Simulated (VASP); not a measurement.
# NdHf in VASP: further runs

NdHf is run at these levels: PBE; tasks: single point, relaxation of cell and atoms.

Everything below comes from runs of VASP 6.6.1. Logs are shortened: lines on timing, memory, paths and dates and some standing lists are left out, and cuts for length are marked.

### 1 The cell of the first run

Symmetry: Cmmm, No. 65, orthorhombic system. Conventional cell: a = 4.749 Å, b = 4.759 Å, c = 4.833 Å, α = 90.00°, β = 90.00°, γ = 90.00°. Within 4.4 Å of Nd (site symmetry mmm) lie 4 Nd at 3.36 Å and 8 Hf at 3.39 Å. Hf (site symmetry mmm) has 4 Hf at 3.36 Å and 8 Nd at 3.39 Å within 4.4 Å.

The cell was generated, and may not be a known phase.

### 2 Single point, PBE

INCAR

```
PREC = Accurate
ENCUT = 500
EDIFF = 1E-6
ISMEAR = 0
SIGMA = 0.2
LREAL = False
LASPH = True
NELM = 200
ALGO = Normal
ISIF = 2
LWAVE = False
LCHARG = False
GGA = PE
NBANDS = 18
GGA_COMPAT = False
LMAXMIX = 6
```

KPOINTS

```
regular mesh
0
Gamma
  7 7 4
```

POSCAR

```
NdHf
1.0
    2.3744754383     -2.3796773058      0.0000000000
    2.3744754383      2.3796773058      0.0000000000
    0.0000000000      0.0000000000      4.8328145687
Nd Hf
1 1
Direct
    0.0000000000      0.0000000000      0.0000000000
    0.5000000000      0.5000000000      0.5000000000
```

Potentials or basis: VASP PAW PBE potentials, release 64 (Nd_3, Hf_pv), 4f in core.

The run is started by

```bash
$ cat potpaw_PBE.64/Nd_3/POTCAR potpaw_PBE.64/Hf_pv/POTCAR > POTCAR
$ mpirun -np 1 vasp_std > vasp.out
```

OUTCAR:

```text
PREC = Accurate
   ENCUT = 500
   EDIFF = 1E-6
   ISMEAR = 0
   LREAL = False
   LASPH = True
   NELM = 200
   ISIF = 2
   GGA = PE

 ion  position               nearest neighbor table
   1  0.000  0.000  0.000-   2 3.39   2 3.39   2 3.39   2 3.39   2 3.39   2 3.39   2 3.39   2 3.39

   2  0.500  0.500  0.500-   1 3.39   1 3.39   1 3.39   1 3.39   1 3.39   1 3.39   1 3.39   1 3.39

  LATTYP: Found a base centered orthorhombic cell.
 ALAT       =     4.7489508766
 B/A-ratio  =     1.0021907439
 C/A-ratio  =     1.0176594145

  Lattice vectors:

 A1 = (   2.3744754383,  -2.3796773058,   0.0000000000)
 A2 = (   2.3744754383,   2.3796773058,   0.0000000000)
 A3 = (   0.0000000000,   0.0000000000,   4.8328145687)

Analysis of symmetry for initial positions (statically):
=====================================================================
 Subroutine PRICEL returns:
 Original cell was already a primitive cell.

 Routine SETGRP: Setting up the symmetry group for a
 base centered orthorhombic supercell.

 Subroutine GETGRP returns: Found  8 space group operations
 (whereof  8 operations were pure point group operations)
 out of a pool of  8 trial point group operations.

The static configuration has the point symmetry D_2h.

Analysis of symmetry for dynamics (positions and initial velocities):
=====================================================================
 Subroutine PRICEL returns:
 Original cell was already a primitive cell.

 Routine SETGRP: Setting up the symmetry group for a
 base centered orthorhombic supercell.

 Subroutine GETGRP returns: Found  8 space group operations
 (whereof  8 operations were pure point group operations)
 out of a pool of  8 trial point group operations.

The dynamic configuration has the point symmetry D_2h.

 Subroutine INISYM returns: Found  8 space group operations
 (whereof  8 operations are pure point group operations),
 and found     1 'primitive' translations

----------------------------------------------------------------------------------------

                                     Primitive cell

  volume of cell :      54.6155

  direct lattice vectors                    reciprocal lattice vectors
     2.374475438 -2.379677306  0.000000000     0.210572825 -0.210112522  0.000000000
     2.374475438  2.379677306  0.000000000     0.210572825  0.210112522  0.000000000
     0.000000000  0.000000000  4.832814569     0.000000000  0.000000000  0.206918760

  length of vectors
     3.361695656  3.361695656  4.832814569     0.297469639  0.297469639  0.206918760

  position of ions in fractional coordinates (direct lattice)
     0.000000000  0.000000000  0.000000000
     0.500000000  0.500000000  0.500000000

  ion indices of the primitive-cell ions
   primitive index   ion index
                 1           1
                 2           2

----------------------------------------------------------------------------------------

 KPOINTS: regular mesh

Automatic generation of k-mesh.
 Grid dimensions read from file:
 generate k-points for:    7    7    4

 Generating k-lattice:

  Cartesian coordinates                     Fractional coordinates (reciprocal lattice)
     0.030081832 -0.030016075  0.000000000     0.142857143  0.000000000  0.000000000
     0.030081832  0.030016075  0.000000000     0.000000000  0.142857143  0.000000000
     0.000000000  0.000000000  0.051729690     0.000000000  0.000000000  0.250000000

  Length of vectors
     0.042495663  0.042495663  0.051729690

  Shift w.r.t. Gamma in fractional coordinates (k-lattice)
     0.000000000  0.000000000  0.000000000

 Subroutine IBZKPT returns following result:
 ===========================================

 Found     48 irreducible k-points:

 Following reciprocal coordinates:
            Coordinates               Weight
  0.000000  0.000000  0.000000      1.000000
  0.142857  0.000000  0.000000      4.000000
  0.285714  0.000000  0.000000      4.000000
  0.428571 -0.000000  0.000000      4.000000
  0.142857  0.142857  0.000000      2.000000
  0.285714  0.142857  0.000000      4.000000
[... 16 lines left out ...]
  0.428571  0.142857  0.250000      8.000000
 -0.428571  0.142857  0.250000      8.000000
 [... further k-points ...]
   k-points           NKPTS =     48   k-points in BZ     NKDIM =     48   number of bands    NBANDS=     18
   number of dos      NEDOS =    301   number of ions     NIONS =      2
   total plane-waves  NPLWV =  28224
   dimension x,y,z NGX =    28 NGY =   28 NGZ =   36
   dimension x,y,z NGXF=    56 NGYF=   56 NGZF=   72
   ions per type =               1   1
   NGX,Y,Z   is equivalent  to a cutoff of  13.85, 13.85, 12.38 a.u.
   NGXF,Y,Z  is equivalent  to a cutoff of  27.69, 27.69, 24.77 a.u.
 SYSTEM =  unknown system
   PREC   = accura    normal or accurate (medium, high low for compatibility)
   ISTART =      0    job   : 0-new  1-cont  2-samecut
   ICHARG =      2    charge: 1-file 2-atom 10-const
   ISPIN  =      1    spin polarized calculation?
   LNONCOLLINEAR =      F non collinear calculations
   LSORBIT =      F    spin-orbit coupling
   LASPH  =      T    aspherical Exc in radial PAW
   ENCUT  =  500.0 eV  36.75 Ry    6.06 a.u.   6.13  6.13  8.81*2*pi/ulx,y,z
   NELM   =    200;   NELMIN=  2; NELMDL= -5     # of ELM steps
   EDIFF  = 0.1E-05   stopping-criterion for ELM
   LREAL  =      F    real-space projection
   EDIFFG = 0.1E-04   stopping-criterion for IOM
   NSW    =      0    number of steps for IOM
   IBRION =     -1    ionic relax: 0-MD 1-quasi-New 2-CG
   NFREE  =      0    steps in history (QN), initial steepest desc. (CG)
   ISIF   =      2    stress and relaxation
   ISYM   =      2    0-nonsym 1-usesym 2-fastsym
   POTIM  = 0.5000    time-step for ionic-motion
   TEBEG  =    0.0;   TEEND  =   0.0 temperature during run
   PSTRESS=    0.0 pullay stress
   NELECT =      21.0000    total number of electrons
   NUPDOWN=      -1.0000    fix difference up-down
   EMIN   =  10.00;   EMAX   =-10.00  energy-range for DOS
   EFERMI =   0.00;   METHOD = LEGACY
   ISMEAR =     0;   SIGMA  =   0.20  broadening in eV -4-tet -1-fermi 0-gaus
   EFERMI_NEDOS =   21; number of points for ismear=-14 and -15
   IALGO  =     38    algorithm
   IMIX   =      4    mixing-type and parameters
     AMIX     =   0.40;   BMIX     =  1.00
     AMIX_MAG =   1.60;   BMIX_MAG =  1.00
  volume/ion in A,a.u.               =      27.31       184.28
  Fermi-wavevector in a.u.,A,eV,Ry     =   1.190445  2.249615 19.281620  1.417159
  Thomas-Fermi vector in A             =   2.326529
   LORBIT       =      0    0 simple, 1 ext, 2 COOP (PROOUT), +10 PAW based schemes
   GGA     = PE    functional components
   LHFCALC =     F    Hartree Fock is set to
   AEXX    =    0.0000 exact exchange contribution
   IVDW    =     0    specifies the selected vdW correction
   LEPSILON=     F    determine dielectric tensor
   LRPA    =     F    only Hartree local field effects (RPA)
 non-spin polarized calculation
 Gauss-broadening in eV      SIGMA  =   0.20
  energy-cutoff  :      500.00
  volume of cell :       54.62
 maximum number of plane-waves:      1409
 NGX is ok and might be reduce to    28
   NGX = 13   NGY = 13   NGZ = 17

 number of electron      21.0000001 magnetization

 Free energy of the ion-electron system (eV)
  ---------------------------------------------------
  ext. energy  EPLUGINS =         0.00000000
  ---------------------------------------------------
  free energy    TOTEN  =       -14.11146336 eV

  energy without entropy =      -14.06746879  energy(sigma->0) =      -14.08946607

 E-fermi :   4.1909     XC(G=0): -10.5813

 val. band max:        4.1785043442   @ k =  -0.4286   0.1429   0.2500
 cond. band min:       4.1985666936   @ k =   0.4286  -0.0000   0.2500
 fundamental gap:      0.0200623495
 Fermi energy:         4.1909151044

 k-point     1 :       0.0000    0.0000    0.0000
  band No.  band energies     occupation
      1     -33.1561      2.00000
      2     -26.8185      2.00000
      3     -26.6049      2.00000
      4     -26.6036      2.00000
      5     -14.3335      2.00000
      6     -13.8029      2.00000
[... 10 lines left out ...]
     17      10.8533      0.00000
     18      11.0232      0.00000

 k-point     2 :       0.1429    0.0000    0.0000
  band No.  band energies     occupation
      1     -33.1346      2.00000
      2     -26.8131      2.00000
      3     -26.6477      2.00000
      4     -26.6004      2.00000
      5     -14.3117      2.00000
      6     -14.0601      2.00000
[... 10 lines left out ...]
     17       9.6434      0.00000
     18      10.7251      0.00000

 k-point     3 :       0.2857    0.0000    0.0000
  band No.  band energies     occupation
      1     -33.0857      2.00000
      2     -26.8008      2.00000
      3     -26.7440      2.00000
      4     -26.5918      2.00000
      5     -14.5949      2.00000
      6     -14.2622      2.00000
[... 10 lines left out ...]
     17       8.8117      0.00000
     18       9.9288      0.00000

 k-point     4 :       0.4286   -0.0000    0.0000
  band No.  band energies     occupation
      1     -33.0459      2.00000
      2     -26.8198      2.00000
      3     -26.7909      2.00000
      4     -26.5850      2.00000
      5     -14.9869      2.00000
      6     -14.2219      2.00000
[... 375 lines left out ...]
      4     -26.6354      2.00000
      5     -14.5514      2.00000
      6     -14.2559      2.00000
[... 10 lines left out ...]
     17       9.2141      0.00000
     18       9.6013      0.00000

 k-point    23 :       0.4286    0.1429    0.2500
  band No.  band energies     occupation
      1     -33.0232      2.00000
      2     -26.8192      2.00000
      3     -26.7888      2.00000
      4     -26.6282      2.00000
      5     -14.9313      2.00000
      6     -14.1982      2.00000
[... 10 lines left out ...]
     17       9.4941      0.00000
     18      10.4386      0.00000

 k-point    24 :      -0.4286    0.1429    0.2500
  band No.  band energies     occupation
      1     -33.0232      2.00000
      2     -26.8192      2.00000
      3     -26.7888      2.00000
      4     -26.6282      2.00000
      5     -14.9311      2.00000
      6     -14.1982      2.00000
[... 10 lines left out ...]
     17       9.4964      0.00000
     18      10.4409      0.00000

 [... further k-points ...]

------------------------ aborting loop because EDIFF is reached ----------------------------------------

  FORCE on cell =-STRESS in cart. coord.  units (eV):
  Direction    XX          YY          ZZ          XY          YZ          ZX
  --------------------------------------------------------------------------------------
  -------------------------------------------------------------------------------------
  Total        0.1464874      0.1038073      0.2239962      0.0000000      0.0000000      0.0000000
  in kB        4.2972917      3.0452463      6.5710600      0.0000000      0.0000000      0.0000000
  external PRESSURE =       4.6378660 kB  Pullay stress =       0.0000000 kB

 VOLUME and BASIS-vectors are now :
 -----------------------------------------------------------------------------
  energy-cutoff  :      500.00
  volume of cell :       54.62
      direct lattice vectors                 reciprocal lattice vectors
     2.374475438 -2.379677306  0.000000000     0.210572825 -0.210112522  0.000000000
     2.374475438  2.379677306  0.000000000     0.210572825  0.210112522  0.000000000
     0.000000000  0.000000000  4.832814569     0.000000000  0.000000000  0.206918760

 POSITION                                       TOTAL-FORCE (eV/Angst)
 -----------------------------------------------------------------------------------
      0.00000      0.00000      0.00000        -0.000000      0.000000      0.000000
      2.37448      0.00000      2.41641         0.000000     -0.000000      0.000000
 -----------------------------------------------------------------------------------
    total drift:                                0.000000      0.000000      0.000000

  FREE ENERGIE OF THE ION-ELECTRON SYSTEM (eV)
  ---------------------------------------------------
  free  energy   TOTEN  =       -14.1114633583 eV

  energy  without entropy=      -14.0674687912  energy(sigma->0) =      -14.08946607
```

Wall time 18 s (1 thread of Intel Xeon 6975P-C (Granite Rapids), shared host); peak memory 0.2 GiB.

Results:

```yaml
Free_energy: -14.1115 eV
Pressure: 0.5 GPa
Band_gap_on_the_k_mesh: zero (an odd number of electrons rules out a gap without spin polarisation)
```

Caveat: spin-orbit coupling is left out, which moves the levels of the heavy elements; the 4f electrons are frozen in the core, so they carry no moment and show no levels. Spin polarisation is off, so any magnetic state and its effect on volume and gap are missing.

(Part 1 of 3 ends here.)

The gap in the log of VASP goes by the Fermi energy; the results here count the filled bands.